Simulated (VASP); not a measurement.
# BAs (zincblende type) (F-43m) in VASP: density of states with PBE

Aim: the density of states of BAs (zincblende type) with PBE.

All numbers are computed with VASP 6.6.1; they aren't measurements. Logs are shortened: lines on timing, memory, paths and dates and some standing lists are left out, and cuts for length are marked.

### Step 1. The cell of the first run

The structure is cubic, space group F-43m (No. 216). Conventional cell: a = 4.809 Å, b = 4.809 Å, c = 4.809 Å, α = 90.00°, β = 90.00°, γ = 90.00°. B (site symmetry -43m) has 4 As at 2.08 Å within 2.8 Å. As (site symmetry -43m) has 4 B at 2.08 Å within 2.8 Å.

### Step 2. Density of states, PBE

File POSCAR:

```
BAs
1.0
    0.0000000000      2.4046596681      2.4046596681
    2.4046596681      0.0000000000      2.4046596681
    2.4046596681      2.4046596681      0.0000000000
B As
1 1
Direct
    0.0000000000      0.0000000000      0.0000000000
    0.2500000000      0.2500000000      0.2500000000
```

File INCAR.step1:

```
ALGO     = Normal         # electronic algorithm
EDIFF    = 1E-6           # SCF threshold, eV
ENCUT    = 520            # plane-wave cutoff, eV
GGA      = PE             # functional
ISIF     = 2              # what is computed and relaxed
ISMEAR   = -1             # smearing method
LASPH    = True           # aspherical terms in the spheres
LCHARG   = True           # write CHGCAR
LREAL    = False          # projectors in reciprocal space
LWAVE    = False          # write WAVECAR
NBANDS   = 11             # bands
NELM     = 60             # most SCF steps
PREC     = Accurate       # precision mode
SIGMA    = 0.08           # smearing width, eV
```

File KPOINTS.step1:

```
k-points
0
Gamma
  14 14 14
```

File INCAR.step2:

```
ALGO     = Normal         # electronic algorithm
EDIFF    = 1E-6           # SCF threshold, eV
ENCUT    = 520            # plane-wave cutoff, eV
GGA      = PE             # functional
ICHARG   = 11             # starting density
ISIF     = 2              # what is computed and relaxed
ISMEAR   = -5             # smearing method
LASPH    = True           # aspherical terms in the spheres
LCHARG   = False          # write CHGCAR
LORBIT   = 11             # projections on sites
LREAL    = False          # projectors in reciprocal space
LWAVE    = False          # write WAVECAR
NBANDS   = 11             # bands
NEDOS    = 2001           # points of the DOS
NELM     = 60             # most SCF steps
PREC     = Accurate       # precision mode
SIGMA    = 0.08           # smearing width, eV
```

File KPOINTS.step2:

```
k-points
0
Gamma
  21 21 21
```

Potentials or basis: VASP PAW PBE potentials, release 64 (B, As).

Run with:

```console
$ cat potpaw_PBE.64/B/POTCAR potpaw_PBE.64/As/POTCAR > POTCAR
$ cp INCAR.step1 INCAR
$ cp KPOINTS.step1 KPOINTS
$ mpirun -np 1 vasp_std > vasp.out
$ cp INCAR.step2 INCAR
$ cp KPOINTS.step2 KPOINTS
$ mpirun -np 1 vasp_std > vasp.out
```

OUTCAR:

```text
EDIFF = 1E-6
   ENCUT = 520
   GGA = PE
   ICHARG = 11
   ISIF = 2
   ISMEAR = -5
   LASPH = True
   LORBIT = 11
   LREAL = False
   NELM = 60
   PREC = Accurate

 ion  position               nearest neighbor table
   1  0.000  0.000  0.000-   2 2.08   2 2.08   2 2.08   2 2.08
   2  0.250  0.250  0.250-   1 2.08   1 2.08   1 2.08   1 2.08

  LATTYP: Found a face centered cubic cell.
 ALAT       =     4.8093193362

  Lattice vectors:

 A1 = (   0.0000000000,   2.4046596681,   2.4046596681)
 A2 = (   2.4046596681,   0.0000000000,   2.4046596681)
 A3 = (   2.4046596681,   2.4046596681,   0.0000000000)

Analysis of symmetry for initial positions (statically):
=====================================================================
 Subroutine PRICEL returns:
 Original cell was already a primitive cell.

 Routine SETGRP: Setting up the symmetry group for a
 face centered cubic supercell.

 Subroutine GETGRP returns: Found 24 space group operations
 (whereof 24 operations were pure point group operations)
 out of a pool of 48 trial point group operations.

The static configuration has the point symmetry T_d .

Analysis of symmetry for dynamics (positions and initial velocities):
=====================================================================
 Subroutine PRICEL returns:
 Original cell was already a primitive cell.

 Routine SETGRP: Setting up the symmetry group for a
 face centered cubic supercell.

 Subroutine GETGRP returns: Found 24 space group operations
 (whereof 24 operations were pure point group operations)
 out of a pool of 48 trial point group operations.

The dynamic configuration has the point symmetry T_d .

 Subroutine INISYM returns: Found 24 space group operations
 (whereof 24 operations are pure point group operations),
 and found     1 'primitive' translations

----------------------------------------------------------------------------------------

                                     Primitive cell

  volume of cell :      27.8094

  direct lattice vectors                    reciprocal lattice vectors
     0.000000000  2.404659668  2.404659668    -0.207929632  0.207929632  0.207929632
     2.404659668  0.000000000  2.404659668     0.207929632 -0.207929632  0.207929632
     2.404659668  2.404659668  0.000000000     0.207929632  0.207929632 -0.207929632

  length of vectors
     3.400702316  3.400702316  3.400702316     0.360144687  0.360144687  0.360144687

  position of ions in fractional coordinates (direct lattice)
     0.000000000  0.000000000  0.000000000
     0.250000000  0.250000000  0.250000000

  ion indices of the primitive-cell ions
   primitive index   ion index
                 1           1
                 2           2

----------------------------------------------------------------------------------------

 KPOINTS: k-points

Automatic generation of k-mesh.
 Grid dimensions read from file:
 generate k-points for:   21   21   21

 Generating k-lattice:

  Cartesian coordinates                     Fractional coordinates (reciprocal lattice)
    -0.009901411  0.009901411  0.009901411     0.047619048  0.000000000  0.000000000
     0.009901411 -0.009901411  0.009901411     0.000000000  0.047619048  0.000000000
     0.009901411  0.009901411 -0.009901411     0.000000000  0.000000000  0.047619048

  Length of vectors
     0.017149747  0.017149747  0.017149747

  Shift w.r.t. Gamma in fractional coordinates (k-lattice)
     0.000000000  0.000000000  0.000000000

 TETIRR: Found   1276 inequivalent tetrahedra from    55566

 Subroutine IBZKPT returns following result:
 ===========================================

 Found    286 irreducible k-points:

 Following reciprocal coordinates:
            Coordinates               Weight
  0.000000  0.000000  0.000000      1.000000
  0.047619  0.000000  0.000000      8.000000
  0.095238  0.000000  0.000000      8.000000
  0.142857  0.000000  0.000000      8.000000
  0.190476  0.000000  0.000000      8.000000
  0.238095  0.000000  0.000000      8.000000
[... 16 lines left out ...]
 -0.428571  0.047619  0.000000     24.000000
 -0.380952  0.047619  0.000000     24.000000
 [... further k-points ...]
   k-points           NKPTS =    286   k-points in BZ     NKDIM =    286   number of bands    NBANDS=     11
   number of dos      NEDOS =   2001   number of ions     NIONS =      2
   total plane-waves  NPLWV =  21952
   dimension x,y,z NGX =    28 NGY =   28 NGZ =   28
   dimension x,y,z NGXF=    56 NGYF=   56 NGZF=   56
   ions per type =               1   1
   NGX,Y,Z   is equivalent  to a cutoff of  13.69, 13.69, 13.69 a.u.
   NGXF,Y,Z  is equivalent  to a cutoff of  27.38, 27.38, 27.38 a.u.
 SYSTEM =  unknown system
   PREC   = accura    normal or accurate (medium, high low for compatibility)
   ISTART =      0    job   : 0-new  1-cont  2-samecut
   ICHARG =     11    charge: 1-file 2-atom 10-const
   ISPIN  =      1    spin polarized calculation?
   LNONCOLLINEAR =      F non collinear calculations
   LSORBIT =      F    spin-orbit coupling
   LASPH  =      T    aspherical Exc in radial PAW
   ENCUT  =  520.0 eV  38.22 Ry    6.18 a.u.   6.32  6.32  6.32*2*pi/ulx,y,z
   NELM   =     60;   NELMIN=  2; NELMDL=  0     # of ELM steps
   EDIFF  = 0.1E-05   stopping-criterion for ELM
   LREAL  =      F    real-space projection
   EDIFFG = 0.1E-04   stopping-criterion for IOM
   NSW    =      0    number of steps for IOM
   IBRION =     -1    ionic relax: 0-MD 1-quasi-New 2-CG
   NFREE  =      0    steps in history (QN), initial steepest desc. (CG)
   ISIF   =      2    stress and relaxation
   ISYM   =      2    0-nonsym 1-usesym 2-fastsym
   POTIM  = 0.5000    time-step for ionic-motion
   TEBEG  =    0.0;   TEEND  =   0.0 temperature during run
   PSTRESS=    0.0 pullay stress
   NELECT =       8.0000    total number of electrons
   NUPDOWN=      -1.0000    fix difference up-down
   EMIN   =  10.00;   EMAX   =-10.00  energy-range for DOS
   EFERMI =   0.00;   METHOD = LEGACY
   ISMEAR =    -5;   SIGMA  =   0.08  broadening in eV -4-tet -1-fermi 0-gaus
   EFERMI_NEDOS =   21; number of points for ismear=-14 and -15
   IALGO  =     38    algorithm
   IMIX   =      4    mixing-type and parameters
     AMIX     =   0.40;   BMIX     =  1.00
     AMIX_MAG =   1.60;   BMIX_MAG =  1.00
  volume/ion in A,a.u.               =      13.90        93.83
  Fermi-wavevector in a.u.,A,eV,Ry     =   1.080707  2.042240 15.890613  1.167927
  Thomas-Fermi vector in A             =   2.216705
   LORBIT       =     11    0 simple, 1 ext, 2 COOP (PROOUT), +10 PAW based schemes
   GGA     = PE    functional components
   LHFCALC =     F    Hartree Fock is set to
   AEXX    =    0.0000 exact exchange contribution
   IVDW    =     0    specifies the selected vdW correction
   LEPSILON=     F    determine dielectric tensor
   LRPA    =     F    only Hartree local field effects (RPA)
 non-spin polarized calculation
 Fermi weights with tetrahedron method with Bloechl corrections
  energy-cutoff  :      520.00
  volume of cell :       27.81
 maximum number of plane-waves:       763
 NGX is ok and might be reduce to    28

 number of electron       8.0000000 magnetization

 Free energy of the ion-electron system (eV)
  ---------------------------------------------------
  ext. energy  EPLUGINS =         0.00000000
  ---------------------------------------------------
  free energy    TOTEN  =       -11.41211005 eV

  energy without entropy =      -11.41211005  energy(sigma->0) =      -11.41211005

 E-fermi :   5.9088     XC(G=0): -10.4969

 val. band max:        5.9063966022   @ k =   0.0000   0.0000   0.0000
 cond. band min:       7.1069089391   @ k =   0.3810   0.3810   0.0000
 fundamental gap:      1.2005123370
 Fermi energy:         5.9087760029

 k-point     1 :       0.0000    0.0000    0.0000
  band No.  band energies     occupation
      1      -9.3134      2.00000
      2       5.9064      2.00000
      3       5.9064      2.00000
      4       5.9064      2.00000
      5       9.1542      0.00000
      6       9.1542      0.00000
      7       9.1542      0.00000
      8      10.3355      0.00000
      9      15.3905      0.00000
     10      18.7738      0.00000
     11      18.7738      0.00000

 k-point     2 :       0.0476    0.0000    0.0000
  band No.  band energies     occupation
      1      -9.2768      2.00000
      2       5.5189      2.00000
      3       5.8313      2.00000
      4       5.8313      2.00000
      5       9.2346      0.00000
      6       9.2527      0.00000
      7       9.2527      0.00000
      8      10.5578      0.00000
      9      15.5436      0.00000
     10      18.3827      0.00000
     11      18.3827      0.00000

 k-point     3 :       0.0952    0.0000    0.0000
  band No.  band energies     occupation
      1      -9.1672      2.00000
      2       4.6250      2.00000
      3       5.6355      2.00000
      4       5.6355      2.00000
      5       9.2624      0.00000
      6       9.5113      0.00000
      7       9.5113      0.00000
      8      11.1796      0.00000
      9      15.9677      0.00000
     10      17.7862      0.00000
     11      17.7862      0.00000

 k-point     4 :       0.1429    0.0000    0.0000
  band No.  band energies     occupation
      1      -8.9859      2.00000
      2       3.5430      2.00000
      3       5.3766      2.00000
      4       5.3766      2.00000
      5       9.1757      0.00000
      6       9.8505      0.00000
      7       9.8505      0.00000
      8      11.9729      0.00000
      9      16.5332      0.00000
     10      17.3110      0.00000
     11      17.3110      0.00000

 k-point     5 :       0.1905    0.0000    0.0000
  band No.  band energies     occupation
      1      -8.7354      2.00000
      2       2.4142      2.00000
      3       5.1020      2.00000
      4       5.1020      2.00000
      5       9.0412      0.00000
      6      10.1882      0.00000
      7      10.1882      0.00000
      8      12.7685      0.00000
      9      16.9690      0.00000
     10      17.0448      0.00000
     11      17.0448      0.00000
[... 211 lines left out ...]
 k-point    21 :       0.4762    0.0476    0.0000
  band No.  band energies     occupation
      1      -6.5828      2.00000
      2      -2.5641      2.00000
      3       3.9371      2.00000
      4       4.0273      2.00000
      5       8.6834      0.00000
      6      10.5689      0.00000
      7      10.8407      0.00000
      8      14.7990      0.00000
      9      18.2116      0.00000
     10      19.6090      0.00000
     11      20.3369      0.00000

 k-point    22 :      -0.4762    0.0476    0.0000
  band No.  band energies     occupation
      1      -6.4903      2.00000
      2      -2.7047      2.00000
      3       3.8653      2.00000
      4       4.0668      2.00000
      5       8.6739      0.00000
      6      10.6182      0.00000
      7      10.7736      0.00000
      8      14.8204      0.00000
      9      18.3979      0.00000
     10      20.0807      0.00000
     11      20.1246      0.00000

 k-point    23 :      -0.4286    0.0476    0.0000
  band No.  band energies     occupation
      1      -6.6690      2.00000
      2      -2.4295      2.00000
      3       3.8443      2.00000
      4       4.1567      2.00000
      5       8.6933      0.00000
      6      10.6907      0.00000
      7      10.7235      0.00000
      8      14.8028      0.00000
      9      18.1650      0.00000
     10      19.2181      0.00000
     11      20.1577      0.00000

 k-point    24 :      -0.3810    0.0476    0.0000
  band No.  band energies     occupation
      1      -7.0290      2.00000
      2      -1.8296      2.00000
      3       3.8757      2.00000
      4       4.2943      2.00000
      5       8.7412      0.00000
      6      10.6816      0.00000
      7      10.7764      0.00000
      8      14.7165      0.00000
      9      17.7452      0.00000
     10      18.2965      0.00000
     11      19.6113      0.00000

 [... further k-points ...]
[... 5 lines left out ...]
  --------------------------------------------------------------------------------------
  -------------------------------------------------------------------------------------
  Total        0.1018997      0.1018997      0.1018997     -0.0000000      0.0000000      0.0000000
  in kB        5.8707349      5.8707349      5.8707349     -0.0000000      0.0000000      0.0000000
  external PRESSURE =       5.8707349 kB  Pullay stress =       0.0000000 kB

 VOLUME and BASIS-vectors are now :
 -----------------------------------------------------------------------------
  energy-cutoff  :      520.00
  volume of cell :       27.81
      direct lattice vectors                 reciprocal lattice vectors
     0.000000000  2.404659668  2.404659668    -0.207929632  0.207929632  0.207929632
     2.404659668  0.000000000  2.404659668     0.207929632 -0.207929632  0.207929632
     2.404659668  2.404659668  0.000000000     0.207929632  0.207929632 -0.207929632

 POSITION                                       TOTAL-FORCE (eV/Angst)
 -----------------------------------------------------------------------------------
      0.00000      0.00000      0.00000         0.000000      0.000000      0.000000
      1.20233      1.20233      1.20233        -0.000000     -0.000000     -0.000000
 -----------------------------------------------------------------------------------
    total drift:                               -0.000000     -0.000000     -0.000000

  FREE ENERGIE OF THE ION-ELECTRON SYSTEM (eV)
  ---------------------------------------------------
  free  energy   TOTEN  =       -11.4121100501 eV

  energy  without entropy=      -11.4121100501  energy(sigma->0) =      -11.41211005

 total charge

# of ion       s       p       d       tot
------------------------------------------
    1        0.657   1.158   0.000   1.815
    2        1.173   1.646   0.085   2.903
--------------------------------------------------
tot          1.831   2.803   0.085   4.719
```

Run time: 2.4 min. Hardware: 1 thread of Intel Xeon 6975P-C, shared host; peak memory 0.22 GiB.

Results:

- Valence electrons inside the program's atomic spheres: B 1.81; As 2.90
